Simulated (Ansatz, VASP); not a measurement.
TiAl3: VASP beside Ansatz

```
CELL_PARAMETERS angstrom
3.95567 0.00000 -0.14834
0.00000 3.95567 0.00000
-0.14834 0.00000 3.95567
ATOMIC_POSITIONS crystal
Ti 0.00000 0.00000 0.00000
Al 0.50000 0.50000 0.00000
Al 0.50000 0.00000 0.50000
Al 0.00000 0.50000 0.50000
```

Change from the starting cell: strain -0.0750 x Voigt [0, 0, 0, 0, 1, 0], atoms carried along.

Alike in both runs: task single point; functional r2SCAN; k mesh 12 × 12 × 12; occupations gaussian, width 0.15 eV; no spin polarisation.

|  | VASP | Ansatz |
| --- | --- | --- |
| version | VASP 6.6.1 | Ansatz 0.2.0 |
| potentials or method | VASP PAW PBE potentials, release 64 (Ti_sv, Al), cutoff 520 eV | scalar-relativistic, plane waves, PAW |
| valence electrons in the cell | 21 | 21 |

VASP gave:

| Quantity | Value |
| --- | --- |
| gap on the k mesh at the Fermi level (eV) | none |
| pressure (GPa) | 0.8 |
| traceless stress, the component that is largest in VASP (GPa) | 6.56 |

Question: Estimate Ansatz's values.

Answer: gap on the k mesh at the Fermi level (eV): none; pressure (GPa): 0.9; traceless stress, the component that is largest in VASP (GPa): 6.58.

VASP's potentials were made for PBE, not for r2SCAN. A gap of «none» marks a metal or a gap that the smearing closes.
